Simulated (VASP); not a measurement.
BaTiO3: single point with PBEsol

BaTiO3:

```
Ba Ti O
1.0
     3.97078    0.00000    0.00000
     0.00000    2.82756    2.83628
     0.00000   -2.82756    2.83628
Ba Ti O
1 1 3
Direct
  0.00000 0.00000 0.00000
  0.50000 0.50790 0.50790
  0.00000 0.49210 0.49210
  0.50000 0.50251 0.99371
  0.50000 0.99371 0.50251
```

This cell differs from its parent crystal: volume scaled by 0.99.

| Item | Value |
| --- | --- |
| Program | VASP 6.6.1 |
| Task | single point |
| Functional | PBEsol |
| Potentials or basis | VASP PAW PBE potentials, release 64 (Ba_sv, Ti_sv, O) |
| Cutoff | 520 eV |
| k mesh | 8 × 8 × 8 |
| Occupations | fermi-dirac, width 0.05 eV |
| Spin | no spin polarisation |
| Dipole correction | no |
| Further INCAR settings | ALGO = Normal; EDIFF = 1e-06; NBANDS = 28 |

```
Pressure               : -0.8 GPa
Largest force          : 0.176 eV/Å
Band gap on the k mesh : 1.76 eV, indirect (least direct gap 1.93 eV)
```

Forces on the atoms (eV/Å):
```
Ba   0.000  0.000  0.088
Ti   0.000  0.000  0.168
O    0.000  0.000  0.097
O    0.000 -0.002 -0.176
O    0.000  0.002 -0.176
```

Stress tensor (GPa, compression positive):
```
-0.10  0.00  0.00
 0.00 -0.80  0.00
 0.00  0.00 -1.52
```

Levels at points of the mesh, in eV from the valence-band top:
```
           k point  band 17  band 18  band 19  band 20  band 21  band 22  band 23  band 24
(0.00, 0.00, 0.00)    -1.13    -0.24    -0.20    -0.17     1.76     1.79     1.87     4.03
(0.50, 0.00, 0.00)    -1.89    -1.84    -0.79    -0.75     1.95     3.57     3.60     4.02
(0.00, 0.50, 0.00)    -1.86    -1.77    -0.78    -0.73     1.97     3.54     3.55     4.07
(0.50, 0.50, 0.00)    -1.74    -0.87    -0.87    -0.09     3.55     3.60     3.98     4.83
(0.00, 0.50, 0.50)    -1.72    -0.92    -0.90    -0.13     3.54     3.57     3.95     4.94
(0.50, 0.50, 0.50)    -2.38    -0.03     0.00     0.00     4.22     4.23     4.25     6.64
```

Run time: 2.2 min on 1 thread of AMD EPYC 7R13 Processor (Zen 3), on a shared host, peak memory 0.27 GiB.

Caveat: the PAW data sets were made with another functional, which shifts forces and pressure a little; spin-orbit coupling is left out, which moves the levels of the heavy elements. A k mesh can miss the band edges.
